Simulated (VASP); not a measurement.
Sn2Ge3:

```
Sn Ge
1.0
     4.27217    0.00000    0.00000
     0.00000    4.27217    0.00000
     0.00000    0.00000    6.98038
Sn Ge
2 3
Cartesian
  0.0000 2.1361 4.0461
  2.1361 0.0000 4.0461
  0.0000 2.1361 6.9200
  2.1361 0.0000 6.9200
  0.0000 0.0000 1.5163
```

The cell was generated, and may not be a known phase.

- Program: VASP 6.6.1
- Task: relaxation of cell and atoms
- Functional: PBE
- Potentials or basis: VASP PAW PBE potentials, release 64 (Sn_d, Ge_d)
- Cutoff: 600 eV
- k mesh: 8 × 8 × 6
- Occupations: gaussian, width 0.1 eV
- Spin: no spin polarisation

At the start: pressure 0.4 GPa; volume 25.48 Å³/atom.

Question: Where does the relaxation end?

Answer: Over 21 steps the energy falls by 7.3 meV/atom and the volume is 25.69 Å³/atom (+0.8 %); space group P4mm (No. 99, to 0.1 Å) before and after.

The path:
| step | energy change (eV) | largest force (eV/Å) | pressure (GPa) | volume (Å³) |
| --- | --- | --- | --- | --- |
| 1 | 0.0000 | 0.3531 | 0.40 | 127.40 |
| 2 | -0.0177 | 0.1938 | -0.19 | 128.57 |
| 3 | -0.0242 | 0.0976 | -0.69 | 129.68 |
| 4 | -0.0340 | 0.0472 | 0.00 | 127.85 |
| 5 | -0.0345 | 0.0340 | 0.13 | 127.40 |
| 6 | -0.0345 | 0.0314 | 0.15 | 127.32 |
| 7 | -0.0351 | 0.0515 | 0.06 | 127.61 |
| 8 | -0.0353 | 0.0617 | 0.04 | 127.74 |
| 9 | -0.0352 | 0.0824 | -0.08 | 128.01 |
| 10 | -0.0353 | 0.0663 | -0.03 | 127.82 |
| 11 | -0.0357 | 0.0559 | 0.03 | 127.82 |
| 12 | -0.0362 | 0.0294 | 0.13 | 127.83 |
| 13 | -0.0365 | 0.0274 | 0.09 | 128.18 |
| 14 | -0.0362 | 0.0201 | -0.19 | 129.17 |
| 15 | -0.0365 | 0.0291 | -0.18 | 128.64 |
| 16 | -0.0365 | 0.0303 | -0.09 | 128.42 |
| 17 | -0.0365 | 0.0305 | 0.01 | 128.35 |
| 18 | -0.0365 | 0.0264 | -0.02 | 128.40 |
| 19 | -0.0365 | 0.0273 | -0.07 | 128.41 |
| 20 | -0.0366 | 0.0104 | -0.01 | 128.42 |
| 21 | -0.0367 | 0.0070 | -0.02 | 128.43 |

Final structure:
```
CELL_PARAMETERS angstrom
4.23156 0.00000 0.00000
0.00000 4.23156 0.00000
0.00000 0.00000 7.17231
ATOMIC_POSITIONS crystal
Sn 0.00000 0.50000 0.58620
Sn 0.50000 0.00000 0.58620
Ge 0.00000 0.50000 0.98370
Ge 0.50000 0.00000 0.98370
Ge 0.00000 0.00000 0.21940
```
